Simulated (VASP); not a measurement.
# Ta2C (P-3m1) in VASP: further runs, part 2 of 2

VASP 6.6.1. Earlier steps stand in the parts before.

**3. Relaxation of cell and atoms, PBEsol, target pressure 2 GPa, at which the enthalpy is minimised**

This run uses another cell than the first one, of 13.35 Å³/atom.

INCAR reads:

```
SYSTEM = Ta2C
  ALGO = Fast
  EDIFF = 1E-6
  EDIFFG = -0.008
  ENCUT = 600
  GGA = PS
  IBRION = 2
  ISIF = 3
  ISMEAR = 0
  LASPH = .True.
  LCHARG = .False.
  LREAL = .False.
  LWAVE = .False.
  NELM = 80
  NSW = 70
  PREC = Accurate
  PSTRESS = 20.0
  SIGMA = 0.1
```

KPOINTS reads:

```
k-points
0
Gamma
  18 18 8
  0 0 0
```

POSCAR reads:

```
Ta2C
1.0
    3.0754570008      0.0000000000      0.0000000000
   -1.5377285004      2.6634238909      0.0000000000
    0.0000000000      0.0000000000      4.8895316895
Ta C
2 1
Direct
    0.3333333333      0.6666666667      0.2528761941
    0.6666666667      0.3333333333      0.7471238059
    0.0000000000      0.0000000000      0.0000000000
```

Potentials or basis: VASP PAW PBE potentials, release 64 (Ta_pv, C).

Started as:

```sh
cat potpaw_PBE.64/Ta_pv/POTCAR potpaw_PBE.64/C/POTCAR > POTCAR
mpirun -np 1 vasp_std > vasp.out
```

OUTCAR:

```text
SYSTEM = Ta2C
   EDIFF = 1E-6
   EDIFFG = -0.008
   ENCUT = 600
   GGA = PS
   IBRION = 2
   ISIF = 3
   ISMEAR = 0
   LASPH = .True.
   LREAL = .False.
   NELM = 80
   NSW = 70
   PREC = Accurate
   PSTRESS = 20.0

 ion  position               nearest neighbor table
   1  0.333  0.667  0.253-   3 2.16   3 2.16   3 2.16   2 3.00   2 3.00   2 3.00   2 3.04   2 3.04
                             2 3.04
   2  0.667  0.333  0.747-   3 2.16   3 2.16   3 2.16   1 3.00   1 3.00   1 3.00   1 3.04   1 3.04
                             1 3.04
   3  0.000  0.000  0.000-   1 2.16   2 2.16   1 2.16   2 2.16   2 2.16   1 2.16

  LATTYP: Found a hexagonal cell.
 ALAT       =     3.0754570008
 C/A-ratio  =     1.5898553250

  Lattice vectors:

 A1 = (   3.0754570008,   0.0000000000,   0.0000000000)
 A2 = (  -1.5377285004,   2.6634238909,   0.0000000000)
 A3 = (   0.0000000000,   0.0000000000,   4.8895316895)

Analysis of symmetry for initial positions (statically):
=====================================================================
 Subroutine PRICEL returns:
 Original cell was already a primitive cell.

 Routine SETGRP: Setting up the symmetry group for a
 hexagonal supercell.

 Subroutine GETGRP returns: Found 12 space group operations
 (whereof 12 operations were pure point group operations)
 out of a pool of 24 trial point group operations.

The static configuration has the point symmetry D_3d.

Analysis of symmetry for dynamics (positions and initial velocities):
=====================================================================
 Subroutine PRICEL returns:
 Original cell was already a primitive cell.

 Routine SETGRP: Setting up the symmetry group for a
 hexagonal supercell.

 Subroutine GETGRP returns: Found 12 space group operations
 (whereof 12 operations were pure point group operations)
 out of a pool of 24 trial point group operations.

The dynamic configuration has the point symmetry D_3d.

 Subroutine INISYM returns: Found 12 space group operations
[... 128 lines left out ...]
   LEPSILON=     F    determine dielectric tensor
   LRPA    =     F    only Hartree local field effects (RPA)
 conjugate gradient relaxation of ions
 non-spin polarized calculation
 RMM-DIIS sequential band-by-band and
 Gauss-broadening in eV      SIGMA  =   0.10
  energy-cutoff  :      600.00
  volume of cell :       40.05
 maximum number of plane-waves:      1363
 NGX is ok and might be reduce to    28
   NGX = 13   NGY = 13   NGZ = 19

--------------------------------------- Ionic step        1  -------------------------------------------

 number of electron      26.0000001 magnetization

 Free energy of the ion-electron system (eV)
  ---------------------------------------------------
  ext. energy  EPLUGINS =         0.00000000
  ---------------------------------------------------
  free energy    TOTEN  =       -36.68943853 eV

  energy without entropy =      -36.68583593  energy(sigma->0) =      -36.68763723

------------------------ aborting loop because EDIFF is reached ----------------------------------------

  FORCE on cell =-STRESS in cart. coord.  units (eV):
  Direction    XX          YY          ZZ          XY          YZ          ZX
  --------------------------------------------------------------------------------------
  -------------------------------------------------------------------------------------
  Total        1.5830974      1.5830974      1.6191013      0.0000000      0.0000000      0.0000000
  in kB       63.3287629     63.3287629     64.7690310      0.0000000      0.0000000      0.0000000
  external PRESSURE =      43.8088523 kB  Pullay stress =      20.0000000 kB
[... 260 lines left out ...]
--------------------------------------- Ionic step        8  -------------------------------------------

 number of electron      26.0000000 magnetization

 Free energy of the ion-electron system (eV)
  ---------------------------------------------------
  ext. energy  EPLUGINS =         0.00000000
  ---------------------------------------------------
  free energy    TOTEN  =       -36.70435350 eV

  energy without entropy =      -36.70066652  energy(sigma->0) =      -36.70251001

 E-fermi :   6.5469     XC(G=0): -12.9728

 val. band max:        6.5386660874   @ k =   0.0000   0.1111   0.3750
 cond. band min:       6.5555416294   @ k =   0.1111   0.0000   0.5000
 fundamental gap:      0.0168755420
 Fermi energy:         6.5469245147

 k-point     1 :       0.0000    0.0000    0.0000
  band No.  band energies     occupation
      1     -28.2346      2.00000
      2     -27.5089      2.00000
      3     -27.5089      2.00000
      4     -27.3893      2.00000
      5     -27.3893      2.00000
      6     -27.3007      2.00000
[... 457 lines left out ...]
      4     -27.7397      2.00000
      5     -27.5242      2.00000
      6     -27.5191      2.00000
[... 9 lines left out ...]
     16      11.0173      0.00000
     17      11.4284      0.00000

 [... further k-points ...]

------------------------ aborting loop because EDIFF is reached ----------------------------------------

  FORCE on cell =-STRESS in cart. coord.  units (eV):
  Direction    XX          YY          ZZ          XY          YZ          ZX
  --------------------------------------------------------------------------------------
  -------------------------------------------------------------------------------------
  Total        0.4912319      0.4912319      0.4910884      0.0000000     -0.0000000      0.0000000
  in kB       19.3830476     19.3830476     19.3773853      0.0000000     -0.0000000      0.0000000
  external PRESSURE =      -0.6188398 kB  Pullay stress =      20.0000000 kB
[... 22 lines left out ...]
  energy  without entropy=      -36.7006665179  energy(sigma->0) =      -36.70251001

  enthalpy is  TOTEN    =       -36.1974859532 eV   P V=        0.5068675509

 reached required accuracy - stopping structural energy minimisation
```

OSZICAR:

```text
N       E                     dE             d eps       ncg     rms          rms(c)
DAV:   1     0.207409705539E+03    0.20741E+03   -0.16636E+04  9044   0.179E+03
DAV:   2    -0.331653769441E+02   -0.24058E+03   -0.23804E+03 10747   0.446E+02
[... 60 lines left out ...]
   7 F= -.36197487E+02 E0= -.36195646E+02  d E =-.738223E-05
       N       E                     dE             d eps       ncg     rms          rms(c)
DAV:   1    -0.367043946310E+02   -0.34287E-03   -0.17269E-03  9224   0.502E-01    0.659E-02
RMM:   2    -0.367043624727E+02    0.32158E-04   -0.66617E-05  9044   0.779E-02    0.288E-02
RMM:   3    -0.367043533440E+02    0.91287E-05   -0.45167E-05  9040   0.557E-02    0.974E-03
RMM:   4    -0.367043535041E+02   -0.16009E-06   -0.41219E-06  7302   0.201E-02
   8 F= -.36197486E+02 E0= -.36195642E+02  d E =0.138505E-05
```

Run time: 20 min. Hardware: 1 thread of AMD EPYC 9755, shared host; peak memory 0.34 GiB.

Results:

```
Free energy                                                : -36.7044 eV
Relaxed volume                                             : 13.53 Å³/atom
Relaxed cell                                               : a = 3.090 Å, b = 3.090 Å, c = 4.911 Å, α = 90.00°, β = 90.00°, γ = 120.00°
Space group after relaxing (to 0.1 Å)                      : P-3m1 (No. 164)
Energy change on relaxing (the run minimises the enthalpy) : -5.0 meV/atom
Ionic steps                                                : 8
Pressure after relaxing                                    : 1.9 GPa
Largest force after relaxing                               : 0.008 eV/Å
Band gap on the k mesh                                     : zero (bands 13 and 14 overlap by 0.81 eV)
```

Forces on the atoms (eV/Å):
```
Ta   0.000  0.000 -0.008
Ta   0.000  0.000  0.008
C    0.000  0.000  0.000
```

Step by step:
```csv
step,energy change (eV),largest force (eV/Å),pressure (GPa),volume (Å³)
1,0.0000,0.2263,6.38,40.05
2,0.0281,0.5343,-9.25,42.20
3,-0.0149,0.0037,1.91,40.61
4,-0.0148,0.0080,1.98,40.59
5,-0.0146,0.0121,2.06,40.58
6,-0.0146,0.0022,2.08,40.58
7,-0.0146,0.0043,2.10,40.58
8,-0.0149,0.0080,1.94,40.60
```

Final structure:
```yaml
crystal:
  lattice:
    - [3.08983, 0.00000, 0.00000]
    - [-1.54492, 2.67587, 0.00000]
    - [0.00000, 0.00000, 4.91105]
  atoms:
    - { symbol: Ta, position: [0.33333, 0.66667, 0.25356] }
    - { symbol: Ta, position: [0.66667, 0.33333, 0.74644] }
    - { symbol: C, position: [0.00000, 0.00000, 0.00000] }
```

Levels at points of the mesh, in eV from the Fermi level:
```
           k point  band 11  band 12  band 13  band 14  band 15  band 16
(0.00, 0.00, 0.00)    -2.98    -0.01     0.51     0.51     1.13     1.13
(0.50, 0.00, 0.00)    -3.80    -1.81    -0.22     3.36     3.51     4.75
(0.00, 0.00, 0.50)    -1.87    -1.53    -0.30    -0.30     3.02     3.02
(0.50, 0.00, 0.50)    -2.56    -1.16    -0.98     1.52     1.54     4.39
```

Caveat: the cell is relaxed towards a set pressure, so the run minimises the enthalpy, not the energy; the PAW data sets were made with another functional, which shifts forces and pressure a little; spin-orbit coupling is left out, which moves the levels of the heavy elements. Zero-point motion and thermal expansion aren't in these numbers.
